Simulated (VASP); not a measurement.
# Li (Im-3m) in VASP: settings compared

The runs below take Li through relaxation of cell and atoms, with revPBE+D4, PBE+D3(BJ).

Everything below comes from runs of VASP 6.6.1. Logs are shortened: lines on timing, memory, paths and dates and some standing lists are left out, and cuts for length are marked.

## Step 1: The cell of the first run

It takes space group Im-3m (No. 229, cubic). Conventional cell: a = 3.509 Å, b = 3.509 Å, c = 3.509 Å, α = 90.00°, β = 90.00°, γ = 90.00°. Li (site symmetry m-3m) has 14 Li at 3.04 to 3.51 Å within 4.0 Å.

## Step 2: Relaxation of cell and atoms, revPBE+D4

Contents of INCAR:

```
SYSTEM = Li
PREC = Accurate
ENCUT = 600
EDIFF = 1E-7
ISMEAR = -1
SIGMA = 0.05
LREAL = .False.
LASPH = .True.
NELM = 100
ALGO = Normal
ISIF = 3
LWAVE = .False.
LCHARG = .False.
GGA = RE
IVDW = 13
IBRION = 2
NSW = 60
EDIFFG = -0.01
```

Contents of KPOINTS:

```
regular mesh
0
Gamma
  11 11 11
  0 0 0
```

Contents of POSCAR:

```
Li
1.0
   -1.7546500000      1.7546500000      1.7546500000
    1.7546500000     -1.7546500000      1.7546500000
    1.7546500000      1.7546500000     -1.7546500000
Li
1
Direct
    0.0000000000      0.0000000000      0.0000000000
```

Potentials or basis: VASP PAW PBE potentials, release 64 (Li_sv).

Run with:

```sh
cat potpaw_PBE.64/Li_sv/POTCAR > POTCAR
mpirun -np 1 vasp_std > vasp.out
```

OUTCAR:

```text
SYSTEM = Li
   PREC = Accurate
   ENCUT = 600
   EDIFF = 1E-7
   ISMEAR = -1
   LREAL = .False.
   LASPH = .True.
   NELM = 100
   ISIF = 3
   GGA = RE
   IVDW = 13
   IBRION = 2
   NSW = 60
   EDIFFG = -0.01

 ion  position               nearest neighbor table
   1  0.000  0.000  0.000-

  LATTYP: Found a body centered cubic cell.
 ALAT       =     3.5093000000

  Lattice vectors:

 A1 = (  -1.7546500000,   1.7546500000,   1.7546500000)
 A2 = (   1.7546500000,  -1.7546500000,   1.7546500000)
 A3 = (   1.7546500000,   1.7546500000,  -1.7546500000)

Analysis of symmetry for initial positions (statically):
=====================================================================
 Subroutine PRICEL returns:
 Original cell was already a primitive cell.

 Routine SETGRP: Setting up the symmetry group for a
 body centered cubic supercell.

 Subroutine GETGRP returns: Found 48 space group operations
 (whereof 48 operations were pure point group operations)
 out of a pool of 48 trial point group operations.

The static configuration has the point symmetry O_h .

Analysis of symmetry for dynamics (positions and initial velocities):
=====================================================================
 Subroutine PRICEL returns:
 Original cell was already a primitive cell.

 Routine SETGRP: Setting up the symmetry group for a
 body centered cubic supercell.

 Subroutine GETGRP returns: Found 48 space group operations
 (whereof 48 operations were pure point group operations)
 out of a pool of 48 trial point group operations.

The dynamic configuration has the point symmetry O_h .

 Subroutine INISYM returns: Found 48 space group operations
 (whereof 48 operations are pure point group operations),
 and found     1 'primitive' translations

----------------------------------------------------------------------------------------

                                     Primitive cell

  volume of cell :      21.6088

  direct lattice vectors                    reciprocal lattice vectors
    -1.754650000  1.754650000  1.754650000     0.000000000  0.284957114  0.284957114
     1.754650000 -1.754650000  1.754650000     0.284957114  0.000000000  0.284957114
     1.754650000  1.754650000 -1.754650000     0.284957114  0.284957114  0.000000000

  length of vectors
     3.039142950  3.039142950  3.039142950     0.402990215  0.402990215  0.402990215

  position of ions in fractional coordinates (direct lattice)
     0.000000000  0.000000000  0.000000000

  ion indices of the primitive-cell ions
   primitive index   ion index
                 1           1

[... 60 lines left out ...]
   NGXF,Y,Z  is equivalent  to a cutoff of  26.26, 26.26, 26.26 a.u.
 SYSTEM =  Li
   PREC   = accura    normal or accurate (medium, high low for compatibility)
   ISTART =      0    job   : 0-new  1-cont  2-samecut
   ICHARG =      2    charge: 1-file 2-atom 10-const
   ISPIN  =      1    spin polarized calculation?
   LNONCOLLINEAR =      F non collinear calculations
   LSORBIT =      F    spin-orbit coupling
   LASPH  =      T    aspherical Exc in radial PAW
   ENCUT  =  600.0 eV  44.10 Ry    6.64 a.u.   6.07  6.07  6.07*2*pi/ulx,y,z
   NELM   =    100;   NELMIN=  2; NELMDL= -5     # of ELM steps
   EDIFF  = 0.1E-06   stopping-criterion for ELM
   LREAL  =      F    real-space projection
   EDIFFG = -.1E-01   stopping-criterion for IOM
   NSW    =     60    number of steps for IOM
   IBRION =      2    ionic relax: 0-MD 1-quasi-New 2-CG
   NFREE  =      1    steps in history (QN), initial steepest desc. (CG)
   ISIF   =      3    stress and relaxation
   ISYM   =      2    0-nonsym 1-usesym 2-fastsym
   POTIM  = 0.5000    time-step for ionic-motion
   TEBEG  =    0.0;   TEEND  =   0.0 temperature during run
   PSTRESS=    0.0 pullay stress
   NELECT =       3.0000    total number of electrons
   NUPDOWN=      -1.0000    fix difference up-down
   EMIN   =  10.00;   EMAX   =-10.00  energy-range for DOS
   EFERMI =   0.00;   METHOD = LEGACY
   ISMEAR =    -1;   SIGMA  =   0.05  broadening in eV -4-tet -1-fermi 0-gaus
   EFERMI_NEDOS =   21; number of points for ismear=-14 and -15
   IALGO  =     38    algorithm
   IMIX   =      4    mixing-type and parameters
     AMIX     =   0.40;   BMIX     =  1.00
     AMIX_MAG =   1.60;   BMIX_MAG =  1.00
  volume/ion in A,a.u.               =      21.61       145.82
  Fermi-wavevector in a.u.,A,eV,Ry     =   0.847692  1.601906  9.776898  0.718582
  Thomas-Fermi vector in A             =   1.963238
   LORBIT       =      0    0 simple, 1 ext, 2 COOP (PROOUT), +10 PAW based schemes
   GGA     = RE    functional components
   LHFCALC =     F    Hartree Fock is set to
   AEXX    =    0.0000 exact exchange contribution
   IVDW    =    13    specifies the selected vdW correction
   LEPSILON=     F    determine dielectric tensor
   LRPA    =     F    only Hartree local field effects (RPA)
 conjugate gradient relaxation of ions
 non-spin polarized calculation
  energy-cutoff  :      600.00
  volume of cell :       21.61
 maximum number of plane-waves:       730
   NGX = 13   NGY = 13   NGZ = 13

--------------------------------------- Ionic step        1  -------------------------------------------

 number of electron       2.9999991 magnetization

 Free energy of the ion-electron system (eV)
  ---------------------------------------------------
  ext. energy  EPLUGINS =         0.00000000
  ---------------------------------------------------
  free energy    TOTEN  =        -1.81359563 eV

  energy without entropy =       -1.80991590  energy(sigma->0) =       -1.81175577

------------------------ aborting loop because EDIFF is reached ----------------------------------------

  DFT-D4 for vdW energy calculation

  Edisp (eV):   -0.03216
[... 69 lines left out ...]
--------------------------------------- Ionic step        3  -------------------------------------------

 number of electron       2.9999996 magnetization

 Free energy of the ion-electron system (eV)
  ---------------------------------------------------
  ext. energy  EPLUGINS =         0.00000000
  ---------------------------------------------------
  free energy    TOTEN  =        -1.81438296 eV

  energy without entropy =       -1.81068464  energy(sigma->0) =       -1.81253380

 E-fermi :   0.6789     XC(G=0):  -6.9304

 val. band max:        0.6748369321   @ k =   0.4545   0.0000   0.0000
 cond. band min:       0.8510176338   @ k =   0.1818   0.1818   0.1818
 fundamental gap:      0.1761807017
 Fermi energy:         0.6788773293

 k-point     1 :       0.0000    0.0000    0.0000
  band No.  band energies     occupation
      1     -46.0430      2.00000
      2      -2.9045      2.00000
      3      15.3448      0.00000
      4      15.3448      0.00000
      5      15.3449      0.00000
[... 177 lines left out ...]
 k-point    24 :       0.3636    0.1818    0.0909
  band No.  band energies     occupation
      1     -46.0247      2.00000
      2       1.8949      0.00000
      3       3.9103      0.00000
      4       7.3719      0.00000
      5       9.9647      0.00000

 [... further k-points ...]

------------------------ aborting loop because EDIFF is reached ----------------------------------------

  DFT-D4 for vdW energy calculation

  Edisp (eV):   -0.03370
[... 24 lines left out ...]
  FREE ENERGIE OF THE ION-ELECTRON SYSTEM (eV)
  ---------------------------------------------------
  free  energy   TOTEN  =        -1.8480837161 eV

  energy  without entropy=       -1.8443853898  energy(sigma->0) =       -1.84623455

 reached required accuracy - stopping structural energy minimisation
```

OSZICAR:

```text
N       E                     dE             d eps       ncg     rms          rms(c)
DAV:   1     0.697317531410E+00    0.69732E+00   -0.79064E+02   560   0.473E+02
DAV:   2    -0.168270963832E+01   -0.23800E+01   -0.22453E+01   780   0.594E+01
DAV:   3    -0.181106642550E+01   -0.12836E+00   -0.12821E+00   715   0.104E+01
[... 21 lines left out ...]
DAV:   3    -0.181451594087E+01    0.14369E-02   -0.45717E-03  1015   0.458E-01    0.155E-01
DAV:   4    -0.181437738952E+01    0.13855E-03   -0.38532E-04   930   0.180E-01    0.191E-02
DAV:   5    -0.181438098598E+01   -0.35965E-05   -0.22334E-05   770   0.462E-02    0.818E-03
DAV:   6    -0.181438299095E+01   -0.20050E-05   -0.15352E-06   850   0.122E-02    0.376E-04
DAV:   7    -0.181438296406E+01    0.26887E-07   -0.61734E-08   320   0.310E-03
   3 F= -.18480837E+01 E0= -.18462346E+01  d E =-.233209E-02
```

Wall time 8.7 s (1 thread of Intel Xeon Platinum 8488C (Sapphire Rapids), shared host); peak memory 0.13 GiB.

Results:

| Quantity | Value |
| --- | --- |
| Free energy | -1.8481 eV |
| Relaxed volume | 20.55 Å³/atom |
| Relaxed cell | a = 2.989 Å, b = 2.989 Å, c = 2.989 Å, α = 109.47°, β = 109.47°, γ = 109.47° |
| Space group after relaxing (to 0.05 Å) | Im-3m (No. 229) |
| Energy gained by relaxing | 2.3 meV/atom |
| Ionic steps | 3 |
| Pressure after relaxing | -0.1 GPa |
| Dispersion energy per atom | -0.034 eV |

Step by step:
```
step  energy change (eV)  largest force (eV/Å)  pressure (GPa)  volume (Å³)
   1              0.0000                0.0000           -0.64        21.61
   2             -0.0009                0.0000           -0.50        21.34
   3             -0.0023                0.0000           -0.05        20.55
```

Final structure:
```
Li
1.0
    -1.72560    1.72560    1.72560
     1.72560   -1.72560    1.72560
     1.72560    1.72560   -1.72560
Li
1
Direct
  0.00000 0.00000 0.00000
```

Caveat: the cutoff is under 1.25 times the usual one of these potentials, so pressure, stress and relaxed cells hold a basis-set (Pulay) error; the PAW data sets were made with another functional, which shifts forces and pressure a little; pairwise dispersion overbinds metals, which lowers pressure and volume.

## Step 3: Relaxation of cell and atoms, PBE+D3(BJ)

Contents of INCAR:

```
PREC = Accurate ; ENCUT = 600
EDIFF = 1E-6 ; ISMEAR = -1
SIGMA = 0.05 ; LREAL = False
LASPH = True ; NELM = 80
ALGO = Fast ; ISIF = 3
LWAVE = False ; LCHARG = False
GGA = PE ; IVDW = 12
IBRION = 2 ; NSW = 60
EDIFFG = -0.01
```

Contents of KPOINTS:

```
Automatic mesh
0
Gamma
  11 11 11
```

POSCAR is that of step 2.

Potentials or basis: VASP PAW PBE potentials, release 64 (Li_sv).

Run with:

```sh
cat potpaw_PBE.64/Li_sv/POTCAR > POTCAR
mpirun -np 1 vasp_std > vasp.out
```

OUTCAR:

```text
PREC = Accurate
   ENCUT = 600
   EDIFF = 1E-6
   ISMEAR = -1
   LREAL = False
   LASPH = True
   NELM = 80
   ISIF = 3
   GGA = PE
   IVDW = 12
   IBRION = 2
   NSW = 60
   EDIFFG = -0.01
 IVDW          = 12

 ion  position               nearest neighbor table
   1  0.000  0.000  0.000-

  LATTYP: Found a body centered cubic cell.
 ALAT       =     3.5093000000

  Lattice vectors:

 A1 = (  -1.7546500000,   1.7546500000,   1.7546500000)
 A2 = (   1.7546500000,  -1.7546500000,   1.7546500000)
 A3 = (   1.7546500000,   1.7546500000,  -1.7546500000)

Analysis of symmetry for initial positions (statically):
=====================================================================
 Subroutine PRICEL returns:
 Original cell was already a primitive cell.

 Routine SETGRP: Setting up the symmetry group for a
 body centered cubic supercell.

 Subroutine GETGRP returns: Found 48 space group operations
 (whereof 48 operations were pure point group operations)
 out of a pool of 48 trial point group operations.

The static configuration has the point symmetry O_h .

Analysis of symmetry for dynamics (positions and initial velocities):
=====================================================================
 Subroutine PRICEL returns:
 Original cell was already a primitive cell.

 Routine SETGRP: Setting up the symmetry group for a
[... 139 lines left out ...]
  volume of cell :       21.61
 maximum number of plane-waves:       730
   NGX = 13   NGY = 13   NGZ = 13

--------------------------------------- Ionic step        1  -------------------------------------------

 number of electron       2.9999991 magnetization

 Free energy of the ion-electron system (eV)
  ---------------------------------------------------
  ext. energy  EPLUGINS =         0.00000000
  ---------------------------------------------------
  free energy    TOTEN  =        -1.90618733 eV

  energy without entropy =       -1.90247498  energy(sigma->0) =       -1.90433115

------------------------ aborting loop because EDIFF is reached ----------------------------------------

 Edisp (eV)   -0.15881

 E8    (eV) :    -0.0663
[... 108 lines left out ...]
--------------------------------------- Ionic step        4  -------------------------------------------

 number of electron       2.9999998 magnetization

 Free energy of the ion-electron system (eV)
  ---------------------------------------------------
  ext. energy  EPLUGINS =         0.00000000
  ---------------------------------------------------
  free energy    TOTEN  =        -1.90082049 eV

  energy without entropy =       -1.89703809  energy(sigma->0) =       -1.89892929

 E-fermi :   0.9897     XC(G=0):  -7.3410

 val. band max:        0.9565689049   @ k =  -0.3636   0.4545   0.0909
 cond. band min:       1.1673312208   @ k =  -0.4545   0.4545   0.0909
 fundamental gap:      0.2107623159
 Fermi energy:         0.9897312315

 k-point     1 :       0.0000    0.0000    0.0000
  band No.  band energies     occupation
      1     -45.3542      2.00000
      2      -2.7409      2.00000
      3      16.8747      0.00000
      4      16.8747      0.00000
      5      16.8747      0.00000
[... 177 lines left out ...]
 k-point    24 :       0.3636    0.1818    0.0909
  band No.  band energies     occupation
      1     -45.3220      2.00000
      2       2.2594      0.00000
      3       4.5531      0.00000
      4       8.2963      0.00000
      5      11.2862      0.00000

 [... further k-points ...]

------------------------ aborting loop because EDIFF is reached ----------------------------------------

 Edisp (eV)   -0.19042

 E8    (eV) :    -0.0791
[... 24 lines left out ...]
  FREE ENERGIE OF THE ION-ELECTRON SYSTEM (eV)
  ---------------------------------------------------
  free  energy   TOTEN  =        -2.0912393325 eV

  energy  without entropy=       -2.0874569232  energy(sigma->0) =       -2.08934813

 reached required accuracy - stopping structural energy minimisation
```

OSZICAR:

```text
N       E                     dE             d eps       ncg     rms          rms(c)
DAV:   1     0.553982910932E+00    0.55398E+00   -0.78893E+02   560   0.472E+02
DAV:   2    -0.177767719879E+01   -0.23317E+01   -0.21980E+01   775   0.586E+01
DAV:   3    -0.190358334658E+01   -0.12591E+00   -0.12576E+00   710   0.104E+01
[... 36 lines left out ...]
RMM:   3    -0.190076263910E+01    0.86445E-03   -0.92290E-04   604   0.374E-01    0.107E-02
RMM:   4    -0.190080740539E+01   -0.44766E-04   -0.37733E-04   643   0.220E-01    0.957E-03
RMM:   5    -0.190081724031E+01   -0.98349E-05   -0.77355E-05   604   0.100E-01    0.213E-03
RMM:   6    -0.190081994830E+01   -0.27080E-05   -0.24836E-05   592   0.507E-02    0.828E-04
RMM:   7    -0.190082049462E+01   -0.54633E-06   -0.73595E-06   530   0.272E-02
   4 F= -.20912393E+01 E0= -.20893481E+01  d E =-.262454E-01
```

It took 15 s on 1 thread of AMD EPYC 7R13 (Zen 3), shared host; peak memory 0.11 GiB.

What came out:

* Free energy: -2.0912 eV
* Relaxed volume: 18.00 Å³/atom
* Relaxed cell: a = 2.859 Å, b = 2.859 Å, c = 2.859 Å, α = 109.47°, β = 109.47°, γ = 109.47°
* Space group after relaxing (to 0.05 Å): Im-3m (No. 229)
* Energy gained by relaxing: 26.2 meV/atom
* Ionic steps: 4
* Pressure after relaxing: 0.1 GPa
* Dispersion energy per atom: -0.190 eV

Step by step:
| step | energy change (eV) | largest force (eV/Å) | pressure (GPa) | volume (Å³) |
| --- | --- | --- | --- | --- |
| 1 | 0.0000 | 0.0000 | -2.08 | 21.61 |
| 2 | -0.0103 | 0.0000 | -1.72 | 20.74 |
| 3 | -0.0257 | 0.0000 | -0.37 | 18.51 |
| 4 | -0.0262 | 0.0000 | 0.06 | 18.00 |

Final structure:
```
Li
1.0
    -1.65084    1.65084    1.65084
     1.65084   -1.65084    1.65084
     1.65084    1.65084   -1.65084
Li
1
Direct
  0.00000 0.00000 0.00000
```

Caveat: the cutoff is under 1.25 times the usual one of these potentials, so pressure, stress and relaxed cells hold a basis-set (Pulay) error; the volume moved by over 15 % at a fixed basis, so the end points are rough; the volume moved by -17 % from the deposited cell, more than functionals usually miss; pairwise dispersion overbinds metals, which lowers pressure and volume.

## Step 4: Against experiment

Step 2. The cell as given is a measured one (21.61 Å³/atom); revPBE+D4 puts the equilibrium volume -4.9 % from it, thermal expansion not counted.

Step 3. The cell as given is a measured one (21.61 Å³/atom); PBE+D3(BJ) puts the equilibrium volume -16.7 % from it, thermal expansion not counted.
